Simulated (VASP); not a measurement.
Write the native input for VASP 6.6.1 that does the following.

| Item | Value |
| --- | --- |
| Task | single point |
| Functional | PBEsol |
| Potentials or basis | VASP PAW PBE potentials, release 64 (Zn, S) |
| Cutoff | 520 eV |
| k mesh | 8 × 8 × 5 |
| Occupations | fermi-dirac, width 0.03 eV |
| Spin | no spin polarisation |
| Dipole correction | no |
| Further INCAR settings | ALGO = Normal; EDIFF = 1e-07; NBANDS = 26 |

The structure of ZnS lies in POSCAR:

```
ZnS
1.0
    3.7332014668      0.0000000000      0.0000000000
   -1.8666007334      3.2330473076      0.0000000000
    0.0000000000      0.0000000000      6.1067398017
Zn S
2 2
Direct
    0.3333333333      0.6666666667      0.0000000000
    0.6666666667      0.3333333333      0.5000000000
    0.3333333333      0.6666666667      0.3850000000
    0.6666666667      0.3333333333      0.8850000000
```

This cell differs from its parent crystal: volume scaled by 0.94.

The input as run:

INCAR

```
ALGO = Normal
EDIFF = 1E-7
ENCUT = 520
GGA = PS
ISIF = 2
ISMEAR = -1
LASPH = True
LCHARG = False
LREAL = False
LWAVE = False
NBANDS = 26
NELM = 60
PREC = Accurate
SIGMA = 0.03
```

KPOINTS

```
k-points
0
Gamma
  8 8 5
```

Potentials or basis: VASP PAW PBE potentials, release 64 (Zn, S).

Run with:

```sh
$ cat potpaw_PBE.64/Zn/POTCAR potpaw_PBE.64/S/POTCAR > POTCAR
$ mpirun -np 1 vasp_std > vasp.out
```

Results of the run:

The pressure is 4.1 GPa, the largest force is 0.388 eV/Å and the band gap on the k mesh is 2.41 eV, direct.

Caveat: the PAW data sets were made with another functional, which shifts forces and pressure a little.

Wall time 23 s on 1 thread of Intel(R) Xeon(R) 6975P-C (Granite Rapids), on a shared host, peak memory 0.2 GiB.
